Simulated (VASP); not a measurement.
# Bi3Br4 (P6/mmm) in VASP: further runs, part 2 of 2

VASP 6.6.1.

## 3. Single point, PBE

This run uses another cell than the first one, of 30.65 Å³/atom.

The input, INCAR:

```
SYSTEM = Bi3Br4
PREC     = Accurate       ! precision mode
ENCUT    = 520            ! plane-wave cutoff, eV
EDIFF    = 1E-6           ! SCF threshold, eV
ISMEAR   = 0              ! smearing method
SIGMA    = 0.1            ! smearing width, eV
LREAL    = .False.        ! projectors in reciprocal space
LASPH    = .True.         ! aspherical terms in the spheres
NELM     = 100            ! most SCF steps
ALGO     = Normal         ! electronic algorithm
ISIF     = 2              ! what is computed and relaxed
LWAVE    = .False.        ! write WAVECAR
LCHARG   = .False.        ! write CHGCAR
GGA      = PE             ! functional
NBANDS   = 46             ! bands
```

The input, KPOINTS:

```
Automatic mesh
0
Gamma
  3 3 4
  0 0 0
```

The input, POSCAR:

```
Bi3Br4
1.0
    6.6543296826      0.0000000000      0.0000000000
   -3.3271648413      5.7628185503      0.0000000000
    0.0000000000      0.0000000000      5.5955573224
Bi Br
3 4
Direct
    0.0000000000      0.5000000000      0.0000000000
    0.5000000000      0.0000000000      0.0000000000
    0.5000000000      0.5000000000      0.0000000000
    0.0000000000      0.0000000000      0.2593929244
    0.0000000000      0.0000000000      0.7406070756
    0.3333333333      0.6666666667      0.5000000000
    0.6666666667      0.3333333333      0.5000000000
```

Potentials or basis: VASP PAW PBE potentials, release 64 (Bi_d, Br).

Started as:

```bash
$ cat potpaw_PBE.64/Bi_d/POTCAR potpaw_PBE.64/Br/POTCAR > POTCAR
$ mpirun -np 1 vasp_std > vasp.out
```

OUTCAR:

```text
SYSTEM = Bi3Br4
   PREC = Accurate
   ENCUT = 520
   EDIFF = 1E-6
   ISMEAR = 0
   LREAL = .False.
   LASPH = .True.
   NELM = 100
   ISIF = 2
   GGA = PE

 ion  position               nearest neighbor table
   1  0.000  0.500  0.000-   3 3.33   3 3.33   2 3.33   2 3.33
   2  0.500  0.000  0.000-   1 3.33   3 3.33   3 3.33   1 3.33
   3  0.500  0.500  0.000-   1 3.33   1 3.33   2 3.33   2 3.33
   4  0.000  0.000  0.259-   5 2.69
   5  0.000  0.000  0.741-   4 2.69
   6  0.333  0.667  0.500-
   7  0.667  0.333  0.500-

  LATTYP: Found a hexagonal cell.
 ALAT       =     6.6543296826
 C/A-ratio  =     0.8408897048

  Lattice vectors:

 A1 = (   6.6543296826,   0.0000000000,   0.0000000000)
 A2 = (  -3.3271648413,   5.7628185503,   0.0000000000)
 A3 = (   0.0000000000,   0.0000000000,   5.5955573224)

Analysis of symmetry for initial positions (statically):
=====================================================================
 Subroutine PRICEL returns:
 Original cell was already a primitive cell.

 Routine SETGRP: Setting up the symmetry group for a
 hexagonal supercell.

 Subroutine GETGRP returns: Found 24 space group operations
 (whereof 24 operations were pure point group operations)
 out of a pool of 24 trial point group operations.

The static configuration has the point symmetry D_6h.

Analysis of symmetry for dynamics (positions and initial velocities):
=====================================================================
 Subroutine PRICEL returns:
 Original cell was already a primitive cell.

 Routine SETGRP: Setting up the symmetry group for a
 hexagonal supercell.

 Subroutine GETGRP returns: Found 24 space group operations
 (whereof 24 operations were pure point group operations)
 out of a pool of 24 trial point group operations.

The dynamic configuration has the point symmetry D_6h.

 Subroutine INISYM returns: Found 24 space group operations
 (whereof 24 operations are pure point group operations),
 and found     1 'primitive' translations

----------------------------------------------------------------------------------------

                                     Primitive cell

  volume of cell :     214.5767

  direct lattice vectors                    reciprocal lattice vectors
     6.654329683  0.000000000  0.000000000     0.150278097  0.086763100  0.000000000
    -3.327164841  5.762818550  0.000000000     0.000000000  0.173526199  0.000000000
     0.000000000  0.000000000  5.595557322     0.000000000  0.000000000  0.178713208

  length of vectors
     6.654329683  6.654329683  5.595557322     0.173526199  0.173526199  0.178713208

  position of ions in fractional coordinates (direct lattice)
     1.000000000  0.500000000  0.000000000
     0.500000000  0.000000000  0.000000000
     0.500000000  0.500000000  0.000000000
     0.000000000  0.000000000  0.259392924
     0.000000000  0.000000000  0.740607076
     0.333333333  0.666666667  0.500000000
     0.666666667  0.333333333  0.500000000

  ion indices of the primitive-cell ions
   primitive index   ion index
[... 32 lines left out ...]
 Found      9 irreducible k-points:

 Following reciprocal coordinates:
            Coordinates               Weight
  0.000000  0.000000  0.000000      1.000000
  0.333333 -0.000000  0.000000      6.000000
  0.333333  0.333333  0.000000      2.000000
  0.000000  0.000000  0.250000      2.000000
  0.333333 -0.000000  0.250000     12.000000
  0.333333  0.333333  0.250000      4.000000
  0.000000  0.000000  0.500000      1.000000
  0.333333 -0.000000  0.500000      6.000000
  0.333333  0.333333  0.500000      2.000000
   k-points           NKPTS =      9   k-points in BZ     NKDIM =      9   number of bands    NBANDS=     46
   number of dos      NEDOS =    301   number of ions     NIONS =      7
   total plane-waves  NPLWV = 105000
   dimension x,y,z NGX =    50 NGY =   50 NGZ =   42
   dimension x,y,z NGXF=   100 NGYF=  100 NGZF=   84
   ions per type =               3   4
   NGX,Y,Z   is equivalent  to a cutoff of  12.49, 12.49, 12.48 a.u.
   NGXF,Y,Z  is equivalent  to a cutoff of  24.98, 24.98, 24.96 a.u.
 SYSTEM =  Bi3Br4
   PREC   = accura    normal or accurate (medium, high low for compatibility)
   ISTART =      0    job   : 0-new  1-cont  2-samecut
   ICHARG =      2    charge: 1-file 2-atom 10-const
   ISPIN  =      1    spin polarized calculation?
   LNONCOLLINEAR =      F non collinear calculations
   LSORBIT =      F    spin-orbit coupling
   LASPH  =      T    aspherical Exc in radial PAW
   ENCUT  =  520.0 eV  38.22 Ry    6.18 a.u.  12.37 12.37 10.40*2*pi/ulx,y,z
   NELM   =    100;   NELMIN=  2; NELMDL= -5     # of ELM steps
   EDIFF  = 0.1E-05   stopping-criterion for ELM
   LREAL  =      F    real-space projection
   EDIFFG = 0.1E-04   stopping-criterion for IOM
   NSW    =      0    number of steps for IOM
   IBRION =     -1    ionic relax: 0-MD 1-quasi-New 2-CG
   NFREE  =      0    steps in history (QN), initial steepest desc. (CG)
   ISIF   =      2    stress and relaxation
   ISYM   =      2    0-nonsym 1-usesym 2-fastsym
   POTIM  = 0.5000    time-step for ionic-motion
   TEBEG  =    0.0;   TEEND  =   0.0 temperature during run
   PSTRESS=    0.0 pullay stress
   NELECT =      73.0000    total number of electrons
   NUPDOWN=      -1.0000    fix difference up-down
   EMIN   =  10.00;   EMAX   =-10.00  energy-range for DOS
   EFERMI =   0.00;   METHOD = LEGACY
   ISMEAR =     0;   SIGMA  =   0.10  broadening in eV -4-tet -1-fermi 0-gaus
   EFERMI_NEDOS =   21; number of points for ismear=-14 and -15
   IALGO  =     38    algorithm
   IMIX   =      4    mixing-type and parameters
     AMIX     =   0.40;   BMIX     =  1.00
     AMIX_MAG =   1.60;   BMIX_MAG =  1.00
  volume/ion in A,a.u.               =      30.65       206.86
  Fermi-wavevector in a.u.,A,eV,Ry     =   1.142847  2.159668 17.770572  1.306100
  Thomas-Fermi vector in A             =   2.279544
   LORBIT       =      0    0 simple, 1 ext, 2 COOP (PROOUT), +10 PAW based schemes
   GGA     = PE    functional components
   LHFCALC =     F    Hartree Fock is set to
   AEXX    =    0.0000 exact exchange contribution
   IVDW    =     0    specifies the selected vdW correction
   LEPSILON=     F    determine dielectric tensor
   LRPA    =     F    only Hartree local field effects (RPA)
 non-spin polarized calculation
 Gauss-broadening in eV      SIGMA  =   0.10
  energy-cutoff  :      520.00
  volume of cell :      214.58
 maximum number of plane-waves:      5816
 NGX is ok and might be reduce to    50
   NGX = 25   NGY = 25   NGZ = 21

 number of electron      72.9999990 magnetization

 Free energy of the ion-electron system (eV)
  ---------------------------------------------------
  ext. energy  EPLUGINS =         0.00000000
  ---------------------------------------------------
  free energy    TOTEN  =       -18.69791688 eV

  energy without entropy =      -18.65296848  energy(sigma->0) =      -18.67544268

 E-fermi :   4.3389     XC(G=0):  -9.2750

 val. band max:        4.2861063202   @ k =   0.3333  -0.0000   0.2500
 cond. band min:       4.3683883082   @ k =   0.3333  -0.0000   0.2500
 fundamental gap:      0.0822819879
 Fermi energy:         4.3388644476

 k-point     1 :       0.0000    0.0000    0.0000
  band No.  band energies     occupation
      1     -18.9884      2.00000
      2     -18.9145      2.00000
      3     -18.9145      2.00000
      4     -18.9040      2.00000
      5     -18.8795      2.00000
      6     -18.8795      2.00000
[... 430 lines left out ...]
     45      10.9587      0.00000
     46      10.9587      0.00000

------------------------ aborting loop because EDIFF is reached ----------------------------------------

  FORCE on cell =-STRESS in cart. coord.  units (eV):
  Direction    XX          YY          ZZ          XY          YZ          ZX
  --------------------------------------------------------------------------------------
  -------------------------------------------------------------------------------------
  Total       -0.0386628     -0.0386628     -0.0610871      0.0000000     -0.0000000      0.0000000
  in kB       -0.2886832     -0.2886832     -0.4561180      0.0000000     -0.0000000      0.0000000
  external PRESSURE =      -0.3444948 kB  Pullay stress =       0.0000000 kB

 VOLUME and BASIS-vectors are now :
 -----------------------------------------------------------------------------
  energy-cutoff  :      520.00
  volume of cell :      214.58
      direct lattice vectors                 reciprocal lattice vectors
     6.654329683  0.000000000  0.000000000     0.150278097  0.086763100  0.000000000
    -3.327164841  5.762818550  0.000000000     0.000000000  0.173526199  0.000000000
     0.000000000  0.000000000  5.595557322     0.000000000  0.000000000  0.178713208

 POSITION                                       TOTAL-FORCE (eV/Angst)
 -----------------------------------------------------------------------------------
     -1.66358      2.88141      0.00000        -0.000000     -0.000000      0.000000
      3.32716      0.00000      0.00000        -0.000000     -0.000000      0.000000
      1.66358      2.88141      0.00000        -0.000000     -0.000000      0.000000
      0.00000      0.00000      1.45145        -0.000000      0.000000     -0.004190
      0.00000      0.00000      4.14411         0.000000     -0.000000      0.004190
     -0.00000      3.84188      2.79778         0.000000     -0.000000      0.000000
      3.32716      1.92094      2.79778        -0.000000     -0.000000      0.000000
 -----------------------------------------------------------------------------------
    total drift:                               -0.000000      0.000000     -0.000000

  FREE ENERGIE OF THE ION-ELECTRON SYSTEM (eV)
  ---------------------------------------------------
  free  energy   TOTEN  =       -18.6979168794 eV

  energy  without entropy=      -18.6529684801  energy(sigma->0) =      -18.67544268
```

Wall time 62 s (1 thread of AMD EPYC 9755, shared host); peak memory 0.31 GiB.

Results:

* Free energy: -18.6979 eV
* Pressure: 0.0 GPa
* Largest force: 0.004 eV/Å
* Band gap on the k mesh: zero (an odd number of electrons rules out a gap without spin polarisation)

Forces on the atoms (eV/Å):
```
Bi   0.000  0.000  0.000
Bi   0.000  0.000  0.000
Bi   0.000  0.000  0.000
Br   0.000  0.000 -0.004
Br   0.000  0.000  0.004
Br   0.000  0.000  0.000
Br   0.000  0.000  0.000
```

Levels at points of the mesh, in eV from the Fermi level:
| k point | band 34 | band 35 | band 36 | band 37 | band 38 | band 39 |
| --- | --- | --- | --- | --- | --- | --- |
| (0.00, 0.00, 0.00) | -1.97 | -0.51 | -0.51 | 0.10 | 0.10 | 1.35 |
| (0.00, 0.00, 0.50) | -1.76 | -1.25 | -0.92 | -0.12 | -0.12 | 1.96 |

Caveat: the k points lie up to 0.36 Å⁻¹ apart, too coarse for converged energies and pressures of a metal; spin-orbit coupling is left out, which moves the levels of the heavy elements; an odd number of electrons without spin polarisation forces a metal; a magnetic or distorted state may lie lower.

## 4. Relaxation of cell and atoms, PBE

The input, INCAR:

```
PREC = Accurate
ENCUT = 600
EDIFF = 1E-7
ISMEAR = 0
SIGMA = 0.1
LREAL = False
LASPH = True
NELM = 60
ALGO = Fast
ISIF = 3
LWAVE = False
LCHARG = False
GGA = PE
IBRION = 2
NSW = 90
EDIFFG = -0.04
```

The input, KPOINTS:

```
regular mesh
0
Gamma
  3 3 4
```

The input, POSCAR:

```
Bi3Br4
1.0
    6.8650159600      0.0000000000      0.0000000000
   -3.4325079800      5.9452782200      0.0000000000
    0.0000000000      0.0000000000      6.8148367100
Bi Br
3 4
Direct
    0.0000000000      0.5000000000      0.0000000000
    0.5000000000      0.0000000000      0.0000000000
    0.5000000000      0.5000000000      0.0000000000
    0.0000000000      0.0000000000      0.2603348200
    0.0000000000      0.0000000000      0.7396651800
    0.3333333300      0.6666666700      0.5000000000
    0.6666666700      0.3333333300      0.5000000000
```

Started as:

```bash
$ cat potpaw_PBE.64/Bi_d/POTCAR potpaw_PBE.64/Br/POTCAR > POTCAR
$ mpirun -np 1 vasp_std > vasp.out
```

Run time: 27 min. Hardware: 1 thread of AMD EPYC 9755, shared host; peak memory 0.48 GiB.

The run converged. Its results:

- Free energy: -18.7007 eV
- Relaxed volume: 30.64 Å³/atom
- Relaxed cell: a = 6.653 Å, b = 6.653 Å, c = 5.595 Å, α = 90.00°, β = 90.00°, γ = 120.00°
- Space group after relaxing (to 0.1 Å): P6/mmm (No. 191)
- Energy gained by relaxing: 273.3 meV/atom
- Ionic steps: 10
- Pressure after relaxing: 0.0 GPa
- Band gap on the k mesh: zero (an odd number of electrons rules out a gap without spin polarisation)

Forces on the atoms (eV/Å):
```
Bi   0.000  0.000  0.000
Bi   0.000  0.000  0.000
Bi   0.000  0.000  0.000
Br   0.000  0.000  0.003
Br   0.000  0.000 -0.003
Br   0.000  0.000  0.000
Br   0.000  0.000  0.000
```

Step by step:
| step | energy change (eV) | largest force (eV/Å) | pressure (GPa) | volume (Å³) |
| --- | --- | --- | --- | --- |
| 1 | 0.0000 | 0.2635 | -4.98 | 278.14 |
| 2 | -1.4829 | 0.1509 | -2.33 | 231.10 |
| 3 | -1.7371 | 0.0795 | 0.25 | 213.06 |
| 4 | -1.7468 | 0.0484 | 1.04 | 209.02 |
| 5 | -1.8863 | 0.0912 | 0.83 | 209.91 |
| 6 | -1.9001 | 0.1280 | 0.84 | 210.20 |
| 7 | -1.9116 | 0.0610 | -0.27 | 216.09 |
| 8 | -1.9126 | 0.0750 | -0.03 | 214.75 |
| 9 | -1.9131 | 0.0447 | -0.02 | 214.65 |
| 10 | -1.9134 | 0.0026 | 0.00 | 214.51 |

Final structure:
```
CELL_PARAMETERS angstrom
6.65349 0.00000 0.00000
-3.32675 5.76209 0.00000
0.00000 0.00000 5.59513
ATOMIC_POSITIONS crystal
Bi 0.00000 0.50000 0.00000
Bi 0.50000 0.00000 0.00000
Bi 0.50000 0.50000 0.00000
Br 0.00000 0.00000 0.25919
Br 0.00000 0.00000 0.74081
Br 0.33333 0.66667 0.50000
Br 0.66667 0.33333 0.50000
```

Levels at points of the mesh, in eV from the Fermi level:
```csv
k point,band 34,band 35,band 36,band 37,band 38,band 39
"(0.00, 0.00, 0.00)",-1.97,-0.51,-0.51,0.10,0.10,1.35
"(0.00, 0.00, 0.50)",-1.76,-1.25,-0.92,-0.12,-0.12,1.96
```

Caveat: the volume moved by over 15 % at a fixed basis, so the end points are rough; spin-orbit coupling is left out, which moves the levels of the heavy elements; an odd number of electrons without spin polarisation forces a metal; a magnetic or distorted state may lie lower.

## 5. Summary

```csv
task,cell,cutoff (eV),gap on the mesh (eV),pressure (GPa)
single point,"a = 6.865, b = 6.865, c = 6.815 Å, angles 90.0, 90.0, 120.0°, 7 atoms, atomic positions A",520,none,-5.0
single point,"a = 6.654, b = 6.654, c = 5.596 Å, angles 90.0, 90.0, 120.0°, 7 atoms, atomic positions B",520,none,0.0
relaxation of cell and atoms,"relaxed from a = 6.865, b = 6.865, c = 6.815 Å, angles 90.0, 90.0, 120.0°, 7 atoms, atomic positions A",600,none,0.0
```

Alike in all rows: level PBE; potentials or basis VASP PAW PBE potentials, release 64 (Bi_d, Br); no spin polarisation; k mesh 3 × 3 × 4; smearing gaussian 0.1 eV.

Caveats: some runs use coarse meshes; spin-orbit coupling is left out, which moves the levels of the heavy elements; an odd number of electrons without spin polarisation forces a metal; a magnetic or distorted state may lie lower; the cell stands under tension (at least some runs); the volume moved by over 15 % at a fixed basis, so the end points are rough (at least some runs).

Absolute energies hang on the potentials; compare differences alone.

The gap in the log of VASP goes by the Fermi energy; the results here count the filled bands.